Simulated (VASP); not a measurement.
# GaN (P6_3mc) in VASP: single point with LDA

Aim: the single point of GaN with LDA.

Everything below comes from runs of VASP 6.6.1. Logs are shortened: lines on timing, memory, paths and dates and some standing lists are left out, and cuts for length are marked.

## Step 1: The cell of the first run

The structure is hexagonal, space group P6_3mc (No. 186). The conventional cell has a = 3.189 Å, b = 3.189 Å, c = 5.154 Å, α = 90.00°, β = 90.00°, γ = 120.00°. Within 2.6 Å of Ga (site symmetry 3m) lie 4 N at 1.95 Å. N (site symmetry 3m) has 4 Ga at 1.95 Å within 2.6 Å.

## Step 2: Single point, LDA

The input, INCAR:

```
SYSTEM = GaN
  PREC = Accurate
  ENCUT = 1330
  EDIFF = 1E-6
  ISMEAR = 0
  SIGMA = 0.05
  LREAL = .FALSE.
  LASPH = .TRUE.
  NELM = 120
  ALGO = Normal
  ISIF = 2
  LWAVE = .FALSE.
  LCHARG = .TRUE.
  GGA = CA
  LELF = .TRUE.
  LVHAR = .TRUE.
  NBANDS = 26
  GGA_COMPAT = .FALSE.
```

The input, KPOINTS:

```
Automatic mesh
0
G
  8 8 5
  0 0 0
```

The input, POSCAR:

```
GaN
1.0
    3.1889999985      0.0000000000      0.0000000000
   -1.5944999992      2.7617550113      0.0000000000
    0.0000000000      0.0000000000      5.1538900000
Ga N
2 2
Direct
    0.3333333333      0.6666666667     -0.0004296844
    0.6666666667      0.3333333333      0.4995703156
    0.3333333333      0.6666666667      0.3774296844
    0.6666666667      0.3333333333      0.8774296844
```

Potentials or basis: VASP PAW LDA potentials, release 64 (Ga_d, N_h).

Started as:

```
cat potpaw_LDA.64/Ga_d/POTCAR potpaw_LDA.64/N_h/POTCAR > POTCAR
mpirun -np 1 vasp_std > vasp.out
```

OUTCAR:

```text
SYSTEM = GaN
   PREC = Accurate
   ENCUT = 1330
   EDIFF = 1E-6
   ISMEAR = 0
   LREAL = .FALSE.
   LASPH = .TRUE.
   NELM = 120
   ISIF = 2
   GGA = CA

 ion  position               nearest neighbor table
   1  0.333  0.667  1.000-   4 1.95   4 1.95   4 1.95   3 1.95
   2  0.667  0.333  0.500-   3 1.95   3 1.95   3 1.95   4 1.95
   3  0.333  0.667  0.377-   2 1.95   2 1.95   2 1.95   1 1.95
   4  0.667  0.333  0.877-   1 1.95   1 1.95   1 1.95   2 1.95

  LATTYP: Found a hexagonal cell.
 ALAT       =     3.1889999985
 C/A-ratio  =     1.6161461281

  Lattice vectors:

 A1 = (   3.1889999985,   0.0000000000,   0.0000000000)
 A2 = (  -1.5944999992,   2.7617550113,   0.0000000000)
 A3 = (   0.0000000000,   0.0000000000,   5.1538900000)

Analysis of symmetry for initial positions (statically):
=====================================================================
 Subroutine PRICEL returns:
 Original cell was already a primitive cell.

 Routine SETGRP: Setting up the symmetry group for a
 hexagonal supercell.

 Subroutine GETGRP returns: Found 12 space group operations
 (whereof  6 operations were pure point group operations)
 out of a pool of 24 trial point group operations.

The static configuration has the point symmetry C_3v.
 The point group associated with its full space group is C_6v.

Analysis of symmetry for dynamics (positions and initial velocities):
=====================================================================
 Subroutine PRICEL returns:
 Original cell was already a primitive cell.

 Routine SETGRP: Setting up the symmetry group for a
 hexagonal supercell.

 Subroutine GETGRP returns: Found 12 space group operations
 (whereof  6 operations were pure point group operations)
 out of a pool of 24 trial point group operations.

The dynamic configuration has the point symmetry C_3v.
 The point group associated with its full space group is C_6v.

 Subroutine INISYM returns: Found 12 space group operations
 (whereof  6 operations are pure point group operations),
 and found     1 'primitive' translations

----------------------------------------------------------------------------------------

                                     Primitive cell

  volume of cell :      45.3915

  direct lattice vectors                    reciprocal lattice vectors
     3.188999998  0.000000000  0.000000000     0.313577924  0.181044299  0.000000000
    -1.594499999  2.761755011  0.000000000     0.000000000  0.362088598  0.000000000
     0.000000000  0.000000000  5.153890000     0.000000000  0.000000000  0.194028200

  length of vectors
     3.188999998  3.188999998  5.153890000     0.362088598  0.362088598  0.194028200

  position of ions in fractional coordinates (direct lattice)
     0.333333333  0.666666667  0.999570316
     0.666666667  0.333333333  0.499570316
     0.333333333  0.666666667  0.377429684
     0.666666667  0.333333333  0.877429684

  ion indices of the primitive-cell ions
   primitive index   ion index
                 1           1
                 2           2
                 3           3
                 4           4

----------------------------------------------------------------------------------------

 KPOINTS: Automatic mesh

Automatic generation of k-mesh.
 Grid dimensions read from file:
 generate k-points for:    8    8    5

 Generating k-lattice:

  Cartesian coordinates                     Fractional coordinates (reciprocal lattice)
     0.039197241  0.022630537  0.000000000     0.125000000  0.000000000  0.000000000
     0.000000000  0.045261075  0.000000000     0.000000000  0.125000000  0.000000000
     0.000000000  0.000000000  0.038805640     0.000000000  0.000000000  0.200000000

  Length of vectors
     0.045261075  0.045261075  0.038805640

  Shift w.r.t. Gamma in fractional coordinates (k-lattice)
     0.000000000  0.000000000  0.000000000

 Subroutine IBZKPT returns following result:
 ===========================================

 Found     30 irreducible k-points:

 Following reciprocal coordinates:
            Coordinates               Weight
  0.000000  0.000000  0.000000      1.000000
  0.125000  0.000000  0.000000      6.000000
  0.250000  0.000000  0.000000      6.000000
  0.375000  0.000000  0.000000      6.000000
  0.500000  0.000000  0.000000      3.000000
  0.125000  0.125000  0.000000      6.000000
[... 16 lines left out ...]
  0.250000  0.000000  0.400000     12.000000
  0.375000  0.000000  0.400000     12.000000
 [... further k-points ...]
   k-points           NKPTS =     30   k-points in BZ     NKDIM =     30   number of bands    NBANDS=     26
   number of dos      NEDOS =    301   number of ions     NIONS =      4
   total plane-waves  NPLWV = 102400
   dimension x,y,z NGX =    40 NGY =   40 NGZ =   64
   dimension x,y,z NGXF=    80 NGYF=   80 NGZF=  128
   ions per type =               2   2
   NGX,Y,Z   is equivalent  to a cutoff of  20.85, 20.85, 20.64 a.u.
   NGXF,Y,Z  is equivalent  to a cutoff of  41.70, 41.70, 41.29 a.u.
 SYSTEM =  GaN
   PREC   = accura    normal or accurate (medium, high low for compatibility)
   ISTART =      0    job   : 0-new  1-cont  2-samecut
   ICHARG =      2    charge: 1-file 2-atom 10-const
   ISPIN  =      1    spin polarized calculation?
   LNONCOLLINEAR =      F non collinear calculations
   LSORBIT =      F    spin-orbit coupling
   LASPH  =      T    aspherical Exc in radial PAW
   ENCUT  = 1330.0 eV  97.75 Ry    9.89 a.u.   9.48  9.48 15.33*2*pi/ulx,y,z
   NELM   =    120;   NELMIN=  2; NELMDL= -5     # of ELM steps
   EDIFF  = 0.1E-05   stopping-criterion for ELM
   LREAL  =      F    real-space projection
   EDIFFG = 0.1E-04   stopping-criterion for IOM
   NSW    =      0    number of steps for IOM
   IBRION =     -1    ionic relax: 0-MD 1-quasi-New 2-CG
   NFREE  =      0    steps in history (QN), initial steepest desc. (CG)
   ISIF   =      2    stress and relaxation
   ISYM   =      2    0-nonsym 1-usesym 2-fastsym
   POTIM  = 0.5000    time-step for ionic-motion
   TEBEG  =    0.0;   TEEND  =   0.0 temperature during run
   PSTRESS=    0.0 pullay stress
   NELECT =      36.0000    total number of electrons
   NUPDOWN=      -1.0000    fix difference up-down
   EMIN   =  10.00;   EMAX   =-10.00  energy-range for DOS
   EFERMI =   0.00;   METHOD = LEGACY
   ISMEAR =     0;   SIGMA  =   0.05  broadening in eV -4-tet -1-fermi 0-gaus
   EFERMI_NEDOS =   21; number of points for ismear=-14 and -15
   IALGO  =     38    algorithm
   IMIX   =      4    mixing-type and parameters
     AMIX     =   0.40;   BMIX     =  1.00
     AMIX_MAG =   1.60;   BMIX_MAG =  1.00
  volume/ion in A,a.u.               =      11.35        76.58
  Fermi-wavevector in a.u.,A,eV,Ry     =   1.515365  2.863626 31.243501  2.296333
  Thomas-Fermi vector in A             =   2.624899
   LORBIT       =      0    0 simple, 1 ext, 2 COOP (PROOUT), +10 PAW based schemes
   GGA     = CA    functional components
   LHFCALC =     F    Hartree Fock is set to
   AEXX    =    0.0000 exact exchange contribution
   IVDW    =     0    specifies the selected vdW correction
   LEPSILON=     F    determine dielectric tensor
   LRPA    =     F    only Hartree local field effects (RPA)
 non-spin polarized calculation
 Gauss-broadening in eV      SIGMA  =   0.05
  energy-cutoff  :     1330.00
  volume of cell :       45.39
 maximum number of plane-waves:      5047
 NGX is ok and might be reduce to    40
   NGX = 19   NGY = 19   NGZ = 31

 number of electron      36.0000000 magnetization

 Free energy of the ion-electron system (eV)
  ---------------------------------------------------
  ext. energy  EPLUGINS =         0.00000000
  ---------------------------------------------------
  free energy    TOTEN  =       -27.90315527 eV

  energy without entropy =      -27.90315527  energy(sigma->0) =      -27.90315527

 E-fermi :   5.7215     XC(G=0): -12.1705

 val. band max:        5.4373961883   @ k =   0.0000   0.0000   0.0000
 cond. band min:       7.4345311402   @ k =   0.0000   0.0000   0.0000
 fundamental gap:      1.9971349518
 Fermi energy:         5.7215121388

 k-point     1 :       0.0000    0.0000    0.0000
  band No.  band energies     occupation
      1     -10.4538      2.00000
      2      -9.5643      2.00000
      3      -8.1039      2.00000
      4      -8.0900      2.00000
      5      -8.0900      2.00000
      6      -8.0271      2.00000
[... 18 lines left out ...]
     25      16.9837      0.00000
     26      16.9837      0.00000

 k-point     2 :       0.1250    0.0000    0.0000
  band No.  band energies     occupation
      1     -10.3015      2.00000
      2      -9.5297      2.00000
      3      -8.0873      2.00000
      4      -8.0686      2.00000
      5      -8.0396      2.00000
      6      -8.0072      2.00000
[... 18 lines left out ...]
     25      16.6106      0.00000
     26      17.3126      0.00000

 k-point     3 :       0.2500    0.0000    0.0000
  band No.  band energies     occupation
      1      -9.9503      2.00000
      2      -9.4655      2.00000
      3      -8.0485      2.00000
      4      -8.0311      2.00000
      5      -7.9651      2.00000
      6      -7.9240      2.00000
[... 18 lines left out ...]
     25      16.7317      0.00000
     26      18.0091      0.00000

 k-point     4 :       0.3750    0.0000    0.0000
  band No.  band energies     occupation
      1      -9.6639      2.00000
      2      -9.4263      2.00000
      3      -8.0362      2.00000
      4      -8.0174      2.00000
      5      -7.9295      2.00000
      6      -7.8708      2.00000
[... 18 lines left out ...]
     25      17.1710      0.00000
     26      18.6630      0.00000
[... 496 lines left out ...]
      1      -9.9258      2.00000
      2      -9.6776      2.00000
      3      -8.0640      2.00000
      4      -8.0525      2.00000
      5      -8.0431      2.00000
      6      -8.0301      2.00000
[... 18 lines left out ...]
     25      15.8353      0.00000
     26      16.3521      0.00000

 k-point    23 :       0.2500    0.0000    0.4000
  band No.  band energies     occupation
      1      -9.6880      2.00000
      2      -9.5384      2.00000
      3      -8.0392      2.00000
      4      -8.0122      2.00000
      5      -7.9966      2.00000
      6      -7.9632      2.00000
[... 18 lines left out ...]
     25      16.6001      0.00000
     26      17.1970      0.00000

 k-point    24 :       0.3750    0.0000    0.4000
  band No.  band energies     occupation
      1      -9.5183      2.00000
      2      -9.4464      2.00000
      3      -8.0474      2.00000
      4      -8.0128      2.00000
      5      -7.9572      2.00000
      6      -7.9051      2.00000
[... 18 lines left out ...]
     25      16.9604      0.00000
     26      17.8807      0.00000

 [... further k-points ...]

------------------------ aborting loop because EDIFF is reached ----------------------------------------

  FORCE on cell =-STRESS in cart. coord.  units (eV):
  Direction    XX          YY          ZZ          XY          YZ          ZX
  --------------------------------------------------------------------------------------
  -------------------------------------------------------------------------------------
  Total       -1.3402575     -1.3402575     -0.6151686     -0.0000000      0.0000000      0.0000000
  in kB      -47.3068481    -47.3068481    -21.7135062     -0.0000000      0.0000000      0.0000000
  external PRESSURE =     -38.7757341 kB  Pullay stress =       0.0000000 kB

 VOLUME and BASIS-vectors are now :
 -----------------------------------------------------------------------------
  energy-cutoff  :     1330.00
  volume of cell :       45.39
      direct lattice vectors                 reciprocal lattice vectors
     3.188999998  0.000000000  0.000000000     0.313577924  0.181044299  0.000000000
    -1.594499999  2.761755011  0.000000000     0.000000000  0.362088598  0.000000000
     0.000000000  0.000000000  5.153890000     0.000000000  0.000000000  0.194028200

 POSITION                                       TOTAL-FORCE (eV/Angst)
 -----------------------------------------------------------------------------------
     -0.00000      1.84117      5.15168        -0.000000      0.000000     -0.001491
      1.59450      0.92059      2.57473         0.000000     -0.000000     -0.001491
     -0.00000      1.84117      1.94523        -0.000000     -0.000000      0.001491
      1.59450      0.92059      4.52218         0.000000      0.000000      0.001491
 -----------------------------------------------------------------------------------
    total drift:                               -0.000000      0.000000      0.000591

  FREE ENERGIE OF THE ION-ELECTRON SYSTEM (eV)
  ---------------------------------------------------
  free  energy   TOTEN  =       -27.9031552657 eV

  energy  without entropy=      -27.9031552657  energy(sigma->0) =      -27.90315527
```

Run time: 4.6 min. Hardware: 1 thread of AMD EPYC, shared host; peak memory 0.3 GiB.

What came out:

- Free energy: -27.9032 eV
- Pressure: -3.9 GPa
- Band gap on the k mesh: 2.00 eV

Caveat: the cell stands under tension.
